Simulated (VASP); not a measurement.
A run of VASP 6.6.1:

File INCAR:

```
  PREC = Accurate
  ENCUT = 520
  EDIFF = 1E-6
  ISMEAR = 0
  SIGMA = 0.1
  LREAL = F
  LASPH = T
  NELM = 80
  ALGO = Normal
  ISIF = 2
  LWAVE = F
  LCHARG = T
  GGA = PE
  LELF = T
  LVHAR = T
  NBANDS = 32
```

KPOINTS

```
Automatic mesh
0
Gamma
  6 6 4
```

POSCAR

```
Mo3As
1.0
    3.9611996700      0.0000000000      0.0000000000
   -1.9805998300      3.4304995400      0.0000000000
    0.0000000000      0.0000000000      5.4733179100
Mo As
3 1
Direct
    0.6666666700      0.3333333300      0.8063153200
    0.6666666700      0.3333333300      0.1936846800
    0.3333333300      0.6666666700      0.0000000000
    0.6666666700      0.3333333300      0.5000000000
```

Potentials or basis: VASP PAW PBE potentials, release 64 (Mo_sv, As).

Launch:

```bash
$ cat potpaw_PBE.64/Mo_sv/POTCAR potpaw_PBE.64/As/POTCAR > POTCAR
$ mpirun -np 1 vasp_std > vasp.out
```

Hardware: 1 thread of Intel(R) Xeon(R) 6975P-C (Granite Rapids) (shared host).

How long does it take, and how much memory?

Wall time 22 s on 1 thread of Intel(R) Xeon(R) 6975P-C (Granite Rapids) (shared host), peak memory 0.2 GiB. Counts: scf iterations 15, k points 21.
